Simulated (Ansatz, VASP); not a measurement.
# Cr: VASP beside Ansatz

```
Cr
1.0
     0.00000    0.00000    4.41000
     2.71400    0.00000    0.00000
     0.00000    4.70079    0.00000
Cr
4
Direct
  0.25000 0.00000 0.33333
  0.25000 0.50000 0.83333
  0.75000 0.50000 0.16667
  0.75000 0.00000 0.66667
```

Alike in both runs: task single point; functional LDA; k mesh 6 × 10 × 6; occupations fermi-dirac, width 0.03 eV; collinear spin.

|  | VASP | Ansatz |
| --- | --- | --- |
| version | VASP 6.6.1 | Ansatz 0.2.0 |
| potentials or method | VASP PAW LDA potentials, release 64 (Cr_pv) | PAW with Ansatz's default frozen-core files, scalar-relativistic |
| plane-wave cutoff (eV) | 520 | 420 |
| valence electrons in the cell | 48 | 56 |

```csv
,VASP,Ansatz,Ansatz less VASP
rms of the force components (eV/Å),0.005,0.127,+0.1215
net moment per atom (μB),0.00,0.00,0.000
size of the moment on the site where the two differ most (μB),0.28,1.41,+1.125
```

LDA's correlation is that of Perdew and Zunger in VASP and of Perdew and Wang (1992) in Ansatz. Site moments also hang on the region over which each program counts them. Atom by atom the forces differ by 0.122 eV/Å (rms over components). VASP's potentials hold 48 valence electrons a cell and Ansatz's 56, so a difference there can come from the potentials and not from the codes. Ansatz's warnings: seeded moment not kept.
